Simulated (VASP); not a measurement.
Set up this calculation in VASP 6.6.1, as the native input.

- Task: single point
- Functional: PBE
- Potentials or basis: VASP PAW PBE potentials, release 64 (In_d, P)
- Cutoff: 520 eV
- k mesh: 8 × 8 × 8
- Occupations: gaussian, width 0.021 eV
- Spin: no spin polarisation
- Dipole correction: no
- Further INCAR settings: ALGO = Normal; EDIFF = 1e-06; NBANDS = 16

The structure of InP lies in POSCAR:

```
InP
1.0
    0.0000000000      2.9305000000      2.9305000000
    2.9305000000      0.0000000000      2.9305000000
    2.9305000000      2.9305000000      0.0000000000
In P
1 1
Direct
    0.0000000000      0.0000000000      0.0000000000
    0.7500000000      0.7500000000      0.7500000000
```

The input as run:

INCAR

```
PREC = Accurate
ENCUT = 520
EDIFF = 1E-6
ISMEAR = 0
SIGMA = 0.020999999999999998
LREAL = False
LASPH = True
NELM = 80
ALGO = Normal
ISIF = 2
LWAVE = False
LCHARG = True
GGA = PE
LELF = True
LVHAR = True
NBANDS = 16
```

KPOINTS

```
regular mesh
0
Gamma
  8 8 8
```

Potentials or basis: VASP PAW PBE potentials, release 64 (In_d, P).

Launch:

```console
$ cat potpaw_PBE.64/In_d/POTCAR potpaw_PBE.64/P/POTCAR > POTCAR
$ mpirun -np 1 vasp_std > vasp.out
```

Results of the run:

```
Pressure               : 3.3 GPa
Band gap on the k mesh : 0.71 eV, direct
```

Caveat: spin-orbit coupling is left out, which moves the levels of the heavy elements.

Run time: 30 s on 1 thread of Intel Xeon 8259CL, on a shared host, peak memory 0.18 GiB.
